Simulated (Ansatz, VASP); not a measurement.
## One calculation of Ir, two programs

```xyz
1
Lattice="0.0000 1.9728 1.9728 1.9728 0.0000 1.9728 1.9728 1.9728 0.0000" Properties=species:S:1:pos:R:3 pbc="T T T"
Ir    0.0000    0.0000    0.0000
```

Alike in both runs: task single point; functional r2SCAN; k mesh 23 × 23 × 23; occupations fermi-dirac, width 0.1 eV; no spin polarisation.

|  | VASP | Ansatz |
| --- | --- | --- |
| version | VASP 6.6.1 | Ansatz 0.2.0 |
| potentials or method | VASP PAW PBE potentials, release 64 (Ir), cutoff 520 eV | plane waves (500 eV) with PAW, scalar-relativistic |
| valence electrons in the cell | 9 | 17 |

```tsv
	VASP	Ansatz	Ansatz less VASP
pressure (GPa)	-22.3	-24.0	-1.68
```

VASP's potentials were made for PBE, not for r2SCAN. With one functional, cell and mesh, what is left measures potentials, basis and numerics. VASP's potentials hold 9 valence electrons a cell and Ansatz's 17, so a difference there can come from the potentials and not from the codes.

Neither program's run includes spin-orbit coupling.
